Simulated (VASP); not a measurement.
# Zr3Cd2 (P4/mmm) in VASP: further runs

Runs on Zr3Cd2. Level: PBE. Tasks: single point.

Program: VASP 6.6.1. These are calculated values, not measurements. Logs are shortened: lines on timing, memory, paths and dates and some standing lists are left out, and cuts for length are marked.

## (1) The cell of the first run

Symmetry: P4/mmm, No. 123, tetragonal system. The conventional cell has a = 5.671 Å, b = 5.671 Å, c = 5.377 Å, α = 90.00°, β = 90.00°, γ = 90.00°. Zr (site symmetry mmm) has 2 Cd at 2.84 Å and 2 Zr at 2.84 Å within 3.7 Å. Zr (site symmetry 4/mmm) has 4 Zr at 2.84 Å within 3.7 Å. Cd (site symmetry 4/mmm) has 2 Cd at 2.69 Å within 3.5 Å. Within 3.5 Å of Cd (site symmetry 4/mmm) lie 2 Cd at 2.69 Å and 4 Zr at 2.84 Å.

## (2) Single point, PBE (34.59 Å³/atom)

File INCAR:

```
  ALGO = Fast
  EDIFF = 1E-6
  ENCUT = 520
  GGA = PE
  ISIF = 2
  ISMEAR = 0
  LASPH = True
  LCHARG = False
  LREAL = False
  LWAVE = False
  NBANDS = 38
  NELM = 60
  PREC = Accurate
  SIGMA = 0.1
```

File KPOINTS:

```
k-points
0
Gamma
  6 8 6
```

File POSCAR:

```
Zr3Cd2
1.0
    5.6714096384      0.0000000000      0.0000000000
    0.0000000000      5.3771281445      0.0000000000
    0.0000000000      0.0000000000      5.6715052750
Zr Cd
3 2
Direct
    0.0000000000      0.0000000000      0.5000000000
    0.5000000000      0.0000000000      0.0000000000
    0.0000000000      0.0000000000      0.0000000000
    0.5000000000      0.5000000000      0.5000000000
    0.5000000000      0.0000000000      0.5000000000
```

Potentials or basis: VASP PAW PBE potentials, release 64 (Zr_sv, Cd).

Launch:

```console
$ cat potpaw_PBE.64/Zr_sv/POTCAR potpaw_PBE.64/Cd/POTCAR > POTCAR
$ mpirun -np 1 vasp_std > vasp.out
```

OUTCAR:

```text
EDIFF = 1E-6
   ENCUT = 520
   GGA = PE
   ISIF = 2
   ISMEAR = 0
   LASPH = True
   LREAL = False
   NELM = 60
   PREC = Accurate

 ion  position               nearest neighbor table
   1  0.000  0.000  0.500-   5 2.84   5 2.84   3 2.84   3 2.84
   2  0.500  0.000  0.000-   3 2.84   3 2.84   5 2.84   5 2.84
   3  0.000  0.000  0.000-   2 2.84   2 2.84   1 2.84   1 2.84
   4  0.500  0.500  0.500-   5 2.69   5 2.69
   5  0.500  0.000  0.500-   4 2.69   4 2.69   1 2.84   1 2.84   2 2.84   2 2.84

  LATTYP: Found a simple orthorhombic cell.
 ALAT       =     5.3771281445
 B/A-ratio  =     1.0547283766
 C/A-ratio  =     1.0547461624

  Lattice vectors:

 A1 = (   0.0000000000,  -5.3771281445,   0.0000000000)
 A2 = (   5.6714096384,   0.0000000000,   0.0000000000)
 A3 = (   0.0000000000,   0.0000000000,   5.6715052750)

Analysis of symmetry for initial positions (statically):
=====================================================================
 Subroutine PRICEL returns:
 Original cell was already a primitive cell.

 Routine SETGRP: Setting up the symmetry group for a
 simple orthorhombic supercell.

 Subroutine GETGRP returns: Found  8 space group operations
 (whereof  8 operations were pure point group operations)
 out of a pool of  8 trial point group operations.

The static configuration has the point symmetry D_2h.

Analysis of symmetry for dynamics (positions and initial velocities):
=====================================================================
 Subroutine PRICEL returns:
 Original cell was already a primitive cell.

 Routine SETGRP: Setting up the symmetry group for a
 simple orthorhombic supercell.

 Subroutine GETGRP returns: Found  8 space group operations
 (whereof  8 operations were pure point group operations)
 out of a pool of  8 trial point group operations.

The dynamic configuration has the point symmetry D_2h.

 Subroutine INISYM returns: Found  8 space group operations
 (whereof  8 operations are pure point group operations),
 and found     1 'primitive' translations

----------------------------------------------------------------------------------------

                                     Primitive cell

  volume of cell :     172.9576

  direct lattice vectors                    reciprocal lattice vectors
     5.671409638  0.000000000  0.000000000     0.176323007  0.000000000  0.000000000
     0.000000000  5.377128145  0.000000000     0.000000000  0.185972879  0.000000000
     0.000000000  0.000000000  5.671505275     0.000000000  0.000000000  0.176320033

  length of vectors
     5.671409638  5.377128145  5.671505275     0.176323007  0.185972879  0.176320033

  position of ions in fractional coordinates (direct lattice)
     0.000000000  0.000000000  0.500000000
     0.500000000  0.000000000  0.000000000
     0.000000000  0.000000000  0.000000000
     0.500000000  0.500000000  0.500000000
     0.500000000  0.000000000  0.500000000

  ion indices of the primitive-cell ions
   primitive index   ion index
                 1           1
                 2           2
                 3           3
                 4           4
                 5           5

----------------------------------------------------------------------------------------

 KPOINTS: k-points

Automatic generation of k-mesh.
 Grid dimensions read from file:
 generate k-points for:    6    8    6

 Generating k-lattice:

  Cartesian coordinates                     Fractional coordinates (reciprocal lattice)
     0.029387168  0.000000000  0.000000000     0.166666667  0.000000000  0.000000000
     0.000000000  0.023246610  0.000000000     0.000000000  0.125000000  0.000000000
     0.000000000  0.000000000  0.029386672     0.000000000  0.000000000  0.166666667

  Length of vectors
     0.029387168  0.023246610  0.029386672

  Shift w.r.t. Gamma in fractional coordinates (k-lattice)
     0.000000000  0.000000000  0.000000000

 Subroutine IBZKPT returns following result:
 ===========================================

 Found     80 irreducible k-points:

 Following reciprocal coordinates:
            Coordinates               Weight
  0.000000  0.000000  0.000000      1.000000
  0.166667  0.000000  0.000000      2.000000
  0.333333  0.000000  0.000000      2.000000
  0.500000  0.000000  0.000000      1.000000
  0.000000  0.125000  0.000000      2.000000
  0.166667  0.125000  0.000000      4.000000
[... 16 lines left out ...]
  0.333333  0.000000  0.166667      4.000000
  0.500000  0.000000  0.166667      2.000000
 [... further k-points ...]
   k-points           NKPTS =     80   k-points in BZ     NKDIM =     80   number of bands    NBANDS=     38
   number of dos      NEDOS =    301   number of ions     NIONS =      5
   total plane-waves  NPLWV =  70560
   dimension x,y,z NGX =    42 NGY =   40 NGZ =   42
   dimension x,y,z NGXF=    84 NGYF=   80 NGZF=   84
   ions per type =               3   2
   NGX,Y,Z   is equivalent  to a cutoff of  12.31, 12.37, 12.31 a.u.
   NGXF,Y,Z  is equivalent  to a cutoff of  24.62, 24.73, 24.62 a.u.
 SYSTEM =  unknown system
   PREC   = accura    normal or accurate (medium, high low for compatibility)
   ISTART =      0    job   : 0-new  1-cont  2-samecut
   ICHARG =      2    charge: 1-file 2-atom 10-const
   ISPIN  =      1    spin polarized calculation?
   LNONCOLLINEAR =      F non collinear calculations
   LSORBIT =      F    spin-orbit coupling
   LASPH  =      T    aspherical Exc in radial PAW
   ENCUT  =  520.0 eV  38.22 Ry    6.18 a.u.  10.55 10.00 10.55*2*pi/ulx,y,z
   NELM   =     60;   NELMIN=  2; NELMDL= -5     # of ELM steps
   EDIFF  = 0.1E-05   stopping-criterion for ELM
   LREAL  =      F    real-space projection
   EDIFFG = 0.1E-04   stopping-criterion for IOM
   NSW    =      0    number of steps for IOM
   IBRION =     -1    ionic relax: 0-MD 1-quasi-New 2-CG
   NFREE  =      0    steps in history (QN), initial steepest desc. (CG)
   ISIF   =      2    stress and relaxation
   ISYM   =      2    0-nonsym 1-usesym 2-fastsym
   POTIM  = 0.5000    time-step for ionic-motion
   TEBEG  =    0.0;   TEEND  =   0.0 temperature during run
   PSTRESS=    0.0 pullay stress
   NELECT =      60.0000    total number of electrons
   NUPDOWN=      -1.0000    fix difference up-down
   EMIN   =  10.00;   EMAX   =-10.00  energy-range for DOS
   EFERMI =   0.00;   METHOD = LEGACY
   ISMEAR =     0;   SIGMA  =   0.10  broadening in eV -4-tet -1-fermi 0-gaus
   EFERMI_NEDOS =   21; number of points for ismear=-14 and -15
   IALGO  =     68    algorithm
   IMIX   =      4    mixing-type and parameters
     AMIX     =   0.40;   BMIX     =  1.00
     AMIX_MAG =   1.60;   BMIX_MAG =  1.00
  volume/ion in A,a.u.               =      34.59       233.44
  Fermi-wavevector in a.u.,A,eV,Ry     =   1.150302  2.173756 18.003167  1.323195
  Thomas-Fermi vector in A             =   2.286967
   LORBIT       =      0    0 simple, 1 ext, 2 COOP (PROOUT), +10 PAW based schemes
   GGA     = PE    functional components
   LHFCALC =     F    Hartree Fock is set to
   AEXX    =    0.0000 exact exchange contribution
   IVDW    =     0    specifies the selected vdW correction
   LEPSILON=     F    determine dielectric tensor
   LRPA    =     F    only Hartree local field effects (RPA)
 non-spin polarized calculation
 RMM-DIIS sequential band-by-band and
 Gauss-broadening in eV      SIGMA  =   0.10
  energy-cutoff  :      520.00
  volume of cell :      172.96
 maximum number of plane-waves:      4679
   NGX = 21   NGY = 19   NGZ = 21

 number of electron      59.9999981 magnetization

 Free energy of the ion-electron system (eV)
  ---------------------------------------------------
  ext. energy  EPLUGINS =         0.00000000
  ---------------------------------------------------
  free energy    TOTEN  =       -21.26962426 eV

  energy without entropy =      -21.24592931  energy(sigma->0) =      -21.25777678

 E-fermi :   3.1363     XC(G=0):  -8.7944

 val. band max:        3.1355079774   @ k =   0.5000   0.1250   0.1667
 cond. band min:       3.1537152469   @ k =   0.1667   0.0000   0.0000
 fundamental gap:      0.0182072695
 Fermi energy:         3.1363192445

 k-point     1 :       0.0000    0.0000    0.0000
  band No.  band energies     occupation
      1     -46.1928      2.00000
      2     -46.1639      2.00000
      3     -45.5383      2.00000
      4     -24.5256      2.00000
      5     -24.5255      2.00000
      6     -24.3681      2.00000
[... 30 lines left out ...]
     37       5.6479      0.00000
     38       6.0432      0.00000

 k-point     2 :       0.1667    0.0000    0.0000
  band No.  band energies     occupation
      1     -46.1896      2.00000
      2     -46.1642      2.00000
      3     -45.5415      2.00000
      4     -24.5212      2.00000
      5     -24.4509      2.00000
      6     -24.3649      2.00000
[... 30 lines left out ...]
     37       5.6317      0.00000
     38       5.9375      0.00000

 k-point     3 :       0.3333    0.0000    0.0000
  band No.  band energies     occupation
      1     -46.1825      2.00000
      2     -46.1655      2.00000
      3     -45.5481      2.00000
      4     -24.5120      2.00000
      5     -24.3577      2.00000
      6     -24.3397      2.00000
[... 30 lines left out ...]
     37       5.3462      0.00000
     38       5.5945      0.00000

 k-point     4 :       0.5000    0.0000    0.0000
  band No.  band energies     occupation
      1     -46.1783      2.00000
      2     -46.1668      2.00000
      3     -45.5515      2.00000
      4     -24.5071      2.00000
      5     -24.3531      2.00000
      6     -24.3418      2.00000
[... 30 lines left out ...]
     37       4.8454      0.00000
     38       5.2405      0.00000
[... 703 lines left out ...]
      4     -24.4488      2.00000
      5     -24.4418      2.00000
      6     -24.3618      2.00000
[... 30 lines left out ...]
     37       5.4559      0.00000
     38       5.5395      0.00000

 k-point    23 :       0.3333    0.0000    0.1667
  band No.  band energies     occupation
      1     -46.1795      2.00000
      2     -46.1655      2.00000
      3     -45.5515      2.00000
      4     -24.4333      2.00000
      5     -24.3548      2.00000
      6     -24.3399      2.00000
[... 30 lines left out ...]
     37       4.9290      0.00000
     38       5.4275      0.00000

 k-point    24 :       0.5000    0.0000    0.1667
  band No.  band energies     occupation
      1     -46.1754      2.00000
      2     -46.1667      2.00000
      3     -45.5549      2.00000
      4     -24.4263      2.00000
      5     -24.3504      2.00000
      6     -24.3418      2.00000
[... 30 lines left out ...]
     37       4.6704      0.00000
     38       4.7185      0.00000

 [... further k-points ...]

------------------------ aborting loop because EDIFF is reached ----------------------------------------

  FORCE on cell =-STRESS in cart. coord.  units (eV):
  Direction    XX          YY          ZZ          XY          YZ          ZX
  --------------------------------------------------------------------------------------
  -------------------------------------------------------------------------------------
  Total       -2.1538090     -2.0652453     -2.1556993      0.0000000      0.0000000      0.0000000
  in kB      -19.9516135    -19.1312117    -19.9691242      0.0000000      0.0000000      0.0000000
  external PRESSURE =     -19.6839831 kB  Pullay stress =       0.0000000 kB

 VOLUME and BASIS-vectors are now :
 -----------------------------------------------------------------------------
  energy-cutoff  :      520.00
  volume of cell :      172.96
      direct lattice vectors                 reciprocal lattice vectors
     5.671409638  0.000000000  0.000000000     0.176323007  0.000000000  0.000000000
     0.000000000  5.377128145  0.000000000     0.000000000  0.185972879  0.000000000
     0.000000000  0.000000000  5.671505275     0.000000000  0.000000000  0.176320033

 POSITION                                       TOTAL-FORCE (eV/Angst)
 -----------------------------------------------------------------------------------
      0.00000      0.00000      2.83575         0.000000      0.000000      0.000000
      2.83570      0.00000      0.00000         0.000000      0.000000      0.000000
      0.00000      0.00000      0.00000         0.000000      0.000000      0.000000
      2.83570      2.68856      2.83575         0.000000      0.000000      0.000000
      2.83570      0.00000      2.83575         0.000000      0.000000      0.000000
 -----------------------------------------------------------------------------------
    total drift:                                0.000000      0.000000     -0.000000

  FREE ENERGIE OF THE ION-ELECTRON SYSTEM (eV)
  ---------------------------------------------------
  free  energy   TOTEN  =       -21.2696242584 eV

  energy  without entropy=      -21.2459293055  energy(sigma->0) =      -21.25777678
```

Wall time 13 min (1 thread of Intel Xeon Platinum 8375C at 2.90GHz (Ice Lake), shared host); peak memory 0.55 GiB.

What came out:

- Free energy: -21.2696 eV
- Pressure: -2.0 GPa
- Band gap on the k mesh: zero (bands 30 and 31 overlap by 0.80 eV)

Levels at points of the mesh, in eV from the Fermi level:
| k point | band 26 | band 27 | band 28 | band 29 | band 30 | band 31 | band 32 | band 33 | band 34 | band 35 |
| --- | --- | --- | --- | --- | --- | --- | --- | --- | --- | --- |
| (0.00, 0.00, 0.00) | -1.48 | -1.23 | -0.75 | -0.75 | -0.30 | -0.05 | -0.05 | 0.69 | 1.15 | 1.31 |
| (0.50, 0.00, 0.00) | -1.17 | -1.13 | -0.64 | -0.31 | -0.30 | 0.36 | 0.56 | 0.77 | 1.05 | 1.24 |
| (0.00, 0.50, 0.00) | -1.69 | -1.46 | -1.13 | -1.13 | 0.49 | 0.86 | 0.86 | 0.98 | 0.98 | 1.55 |
| (0.50, 0.50, 0.00) | -1.58 | -0.91 | -0.84 | -0.72 | 0.36 | 0.45 | 0.76 | 0.82 | 0.91 | 1.32 |
| (0.00, 0.00, 0.50) | -1.17 | -1.13 | -0.64 | -0.31 | -0.30 | 0.36 | 0.56 | 0.77 | 1.05 | 1.24 |
| (0.50, 0.00, 0.50) | -1.38 | -0.63 | -0.03 | -0.03 | 0.07 | 0.65 | 0.66 | 0.72 | 0.87 | 0.87 |
| (0.00, 0.50, 0.50) | -1.58 | -0.91 | -0.84 | -0.72 | 0.36 | 0.45 | 0.76 | 0.82 | 0.91 | 1.32 |
| (0.50, 0.50, 0.50) | -1.96 | -0.54 | -0.28 | -0.28 | 0.09 | 0.63 | 0.63 | 1.30 | 1.34 | 1.36 |

## (3) Single point, PBE (30.68 Å³/atom)

This run uses another cell than the first one, of 30.68 Å³/atom.

File INCAR:

```
  ALGO = Fast
  EDIFF = 1E-6
  ENCUT = 520
  GGA = PE
  ISIF = 2
  ISMEAR = 0
  LASPH = T
  LCHARG = F
  LREAL = F
  LWAVE = F
  NBANDS = 38
  NELM = 60
  PREC = Accurate
  SIGMA = 0.1
```

KPOINTS is that of step 2.

Changes to POSCAR since step 2:

```diff
@@ -2,5 +2,5 @@
 1.0
-    5.6714096384      0.0000000000      0.0000000000
-    0.0000000000      5.3771281445      0.0000000000
-    0.0000000000      0.0000000000      5.6715052750
+    5.5065161347      0.0000000000      0.0000000000
+    0.0000000000      5.0583351224      0.0000000000
+    0.0000000000      0.0000000000      5.5065199545
 Zr Cd
```

Potentials or basis: VASP PAW PBE potentials, release 64 (Zr_sv, Cd).

Launch:

```console
$ cat potpaw_PBE.64/Zr_sv/POTCAR potpaw_PBE.64/Cd/POTCAR > POTCAR
$ mpirun -np 1 vasp_std > vasp.out
```

OUTCAR:

```text
EDIFF = 1E-6
   ENCUT = 520
   GGA = PE
   ISIF = 2
   ISMEAR = 0
   LASPH = T
   LREAL = F
   NELM = 60
   PREC = Accurate

 ion  position               nearest neighbor table
   1  0.000  0.000  0.500-   5 2.75   5 2.75   3 2.75   3 2.75   4 3.74   4 3.74   4 3.74   4 3.74
                             2 3.89   2 3.89   2 3.89   2 3.89
   2  0.500  0.000  0.000-   3 2.75   3 2.75   5 2.75   5 2.75   4 3.74   4 3.74   4 3.74   4 3.74
                             1 3.89   1 3.89   1 3.89   1 3.89
   3  0.000  0.000  0.000-   2 2.75   2 2.75   1 2.75   1 2.75
   4  0.500  0.500  0.500-   5 2.53   5 2.53   1 3.74   1 3.74   1 3.74   1 3.74   2 3.74   2 3.74
                             2 3.74   2 3.74
   5  0.500  0.000  0.500-   4 2.53   4 2.53   1 2.75   1 2.75   2 2.75   2 2.75

  LATTYP: Found a simple tetragonal cell.
 ALAT       =     5.5065161347
 C/A-ratio  =     0.9186089714

  Lattice vectors:

 A1 = (  -5.5065161347,   0.0000000000,   0.0000000000)
 A2 = (   0.0000000000,   0.0000000000,   5.5065199545)
 A3 = (   0.0000000000,   5.0583351224,   0.0000000000)

Analysis of symmetry for initial positions (statically):
[... 182 lines left out ...]

 val. band max:        3.9039052861   @ k =   0.3333   0.5000   0.0000
 cond. band min:       3.9431484920   @ k =   0.5000   0.1250   0.1667
 fundamental gap:      0.0392432059
 Fermi energy:         3.9225157649

 k-point     1 :       0.0000    0.0000    0.0000
  band No.  band energies     occupation
      1     -45.2199      2.00000
      2     -45.1689      2.00000
      3     -44.5194      2.00000
      4     -23.7572      2.00000
      5     -23.7571      2.00000
      6     -23.3840      2.00000
[... 973 lines left out ...]
     37       6.5206      0.00000
     38       6.9321      0.00000

 [... further k-points ...]

------------------------ aborting loop because EDIFF is reached ----------------------------------------

  FORCE on cell =-STRESS in cart. coord.  units (eV):
  Direction    XX          YY          ZZ          XY          YZ          ZX
  --------------------------------------------------------------------------------------
  -------------------------------------------------------------------------------------
  Total        3.0763946      3.3135528      3.0763989      0.0000000      0.0000000      0.0000000
  in kB       32.1359312     34.6132791     32.1359758      0.0000000      0.0000000      0.0000000
  external PRESSURE =      32.9617287 kB  Pullay stress =       0.0000000 kB

 VOLUME and BASIS-vectors are now :
 -----------------------------------------------------------------------------
  energy-cutoff  :      520.00
  volume of cell :      153.38
      direct lattice vectors                 reciprocal lattice vectors
     5.506516135  0.000000000  0.000000000     0.181603027  0.000000000  0.000000000
     0.000000000  5.058335122  0.000000000     0.000000000  0.197693505  0.000000000
     0.000000000  0.000000000  5.506519954     0.000000000  0.000000000  0.181602901

 POSITION                                       TOTAL-FORCE (eV/Angst)
 -----------------------------------------------------------------------------------
      0.00000      0.00000      2.75326         0.000000      0.000000      0.000000
      2.75326      0.00000      0.00000         0.000000      0.000000      0.000000
      0.00000      0.00000      0.00000         0.000000      0.000000      0.000000
      2.75326      2.52917      2.75326         0.000000      0.000000      0.000000
      2.75326      0.00000      2.75326         0.000000      0.000000      0.000000
 -----------------------------------------------------------------------------------
    total drift:                                0.000000      0.000000     -0.000000

  FREE ENERGIE OF THE ION-ELECTRON SYSTEM (eV)
  ---------------------------------------------------
  free  energy   TOTEN  =       -21.2224712932 eV

  energy  without entropy=      -21.2022024575  energy(sigma->0) =      -21.21233688
```

stdout:

```text
POSCAR found type information on POSCAR ZrCd
 POSCAR found :  2 types and       5 ions
 scaLAPACK will be used
 LDA part: xc-table for (Slater+PW92), standard interpolation
 POSCAR, INCAR and KPOINTS ok, starting setup
 FFT: planning ... GRIDC
 FFT: planning ... GRID_SOFT
 FFT: planning ... GRID
 WAVECAR not read
 entering main loop
WARNING in EDDRMM: call to ZHEGV failed, returncode =   8  4     31
WARNING in EDDRMM: call to ZHEGV failed, returncode =   6  3     15
WARNING in EDDRMM: call to ZHEGV failed, returncode =   6  3     18
WARNING in EDDRMM: call to ZHEGV failed, returncode =   8  4     20
WARNING in EDDRMM: call to ZHEGV failed, returncode =   6  3      9
WARNING in EDDRMM: call to ZHEGV failed, returncode =   6  3     17
WARNING in EDDRMM: call to ZHEGV failed, returncode =   8  4      9
WARNING in EDDRMM: call to ZHEGV failed, returncode =   6  3     19
```

Wall time 4 min (1 thread of Intel Xeon 6975P-C (Granite Rapids), shared host); peak memory 0.4 GiB.

Results:

| Item | Value |
| --- | --- |
| Free energy | -21.2225 eV |
| Pressure | 3.3 GPa |
| Band gap on the k mesh | zero (bands 30 and 31 overlap by 0.99 eV) |

Caveat: the cell stands under pressure.

The gap in the log of VASP goes by the Fermi energy; the results here count the filled bands.